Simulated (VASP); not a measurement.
Set up this calculation in VASP 6.6.1, as the native input.

```yaml
Task: single point
Functional: PBEsol
Potentials_or_basis: VASP PAW PBE potentials, release 64 (Al)
Cutoff: 520 eV
k_mesh: 4 × 4 × 4
Occupations: gaussian, width 0.1 eV
Spin: no spin polarisation
Dipole_correction: no
Further_INCAR_settings: LREAL = Auto; ALGO = Normal; EDIFF = 1e-06; NBANDS = 44
```

The structure of Al (a cell with a defect) lies in POSCAR:

```
Al
1.0
    6.0233342682      2.0077780894      4.0155561788
   -6.0233342682     -2.0077780894      4.0155561788
    2.0077780894     -6.0233342682     -4.0155561788
Al
19
Direct
    0.1193510883      0.1470668006      0.7664178667
    0.5983010555      0.1997099441      0.7995124105
    0.0998023890      0.7012113826      0.7995123607
    0.2106115722      0.4158627412      0.5947616454
    0.3037970696      0.1042810463      0.4049492841
    0.5490582878      0.8549510073      0.9040093174
    0.6498338172      0.5433716534      0.6932054929
    0.7614709056      0.2475227231      0.5089936509
   -0.0121963678     -0.0129260799      0.0076306740
    0.2416064318      0.7601478510      0.5017543051
    0.3325465118      0.4434512483      0.2759977823
    0.4445160074      0.1531909834      0.0977070131
    0.6788990064      0.8841501754      0.5947616454
    0.8006682155      0.6011521923      0.4049492841
    0.8963032366      0.2956596663      0.1947824822
    0.3991229181      0.7984793033      0.1947824822
    0.5205567814      0.5198271191      1.0076307789
    0.8664959087      0.9541178929      0.3206138683
    0.9559219767      0.6387724853      0.0946945287
```

The input as run:

INCAR

```
SYSTEM = Al
PREC = Accurate
ENCUT = 520
EDIFF = 1E-6
ISMEAR = 0
SIGMA = 0.1
LREAL = Auto
LASPH = .True.
NELM = 100
ALGO = Normal
ISIF = 2
LWAVE = .False.
LCHARG = .False.
GGA = PS
NBANDS = 44
```

KPOINTS

```
Automatic mesh
0
Gamma
  4 4 4
  0 0 0
```

Potentials or basis: VASP PAW PBE potentials, release 64 (Al).

Run with:

```console
$ cat potpaw_PBE.64/Al/POTCAR > POTCAR
$ mpirun -np 1 vasp_std > vasp.out
```

Results of the run:

| Property | Result |
| --- | --- |
| Pressure | -0.5 GPa |
| Largest force | 0.546 eV/Å |
| Band gap on the k mesh | zero (an odd number of electrons rules out a gap without spin polarisation) |

Caveat: the PAW data sets were made with another functional, which shifts forces and pressure a little.

It took 4.8 min on 1 thread of Intel(R) Xeon(R) Platinum 8488C (Sapphire Rapids), on a shared host, peak memory 0.5 GiB.
